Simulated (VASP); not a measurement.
HgTe: single point with PBE

The system is HgTe.

```xyz
2
Lattice="0.0000 3.4910 3.3248 3.4910 0.0000 3.3248 3.4910 3.4910 0.0000" Properties=species:S:1:pos:R:3 pbc="T T T"
Hg    0.0000    0.0000    0.0000
Te    5.2366    5.2366    4.9872
```

This cell differs from its parent crystal: strain +0.050 along x and y, +0.000 along z.

| Property | Result |
| --- | --- |
| Program | VASP 6.6.1 |
| Task | single point |
| Functional | PBE |
| Potentials or basis | VASP PAW PBE potentials, release 64 (Hg, Te) |
| Cutoff | 520 eV |
| k mesh | 16 × 16 × 16 |
| Occupations | gaussian, width 0.15 eV |
| Spin | no spin polarisation |

```
Pressure               : -2.6 GPa
Band gap on the k mesh : 0.08 eV (least direct gap 0.12 eV)
```

Stress tensor (GPa, compression positive):
```
-2.81  0.00  0.00
 0.00 -2.81  0.00
 0.00  0.00 -2.08
```

Levels at points of the mesh, in eV from the valence-band top:
```csv
k point,band 5,band 6,band 7,band 8,band 9,band 10,band 11,band 12,band 13,band 14
"(0.00, 0.00, 0.00)",-6.13,-6.11,-1.13,-0.04,-0.04,0.08,4.50,4.52,4.52,6.51
"(0.50, 0.00, 0.00)",-6.10,-5.92,-4.40,-0.75,-0.59,0.68,5.07,5.29,6.57,7.72
"(0.50, 0.50, 0.00)",-6.08,-5.81,-4.38,-1.68,-1.68,1.68,2.84,7.80,8.12,8.12
"(0.50, 0.00, 0.50)",-6.08,-5.86,-4.56,-1.56,-1.48,1.96,2.98,7.54,7.96,8.17
```

Run time: 7.4 min on 1 thread of Intel Xeon 8259CL, on a shared host, peak memory 0.59 GiB.

Caveat: the cell differs from its parent crystal (strain +0.050 along x and y, +0.000 along z); the smearing spreads over this small gap; spin-orbit coupling is left out, which moves the levels of the heavy elements. A k mesh can miss the band edges.
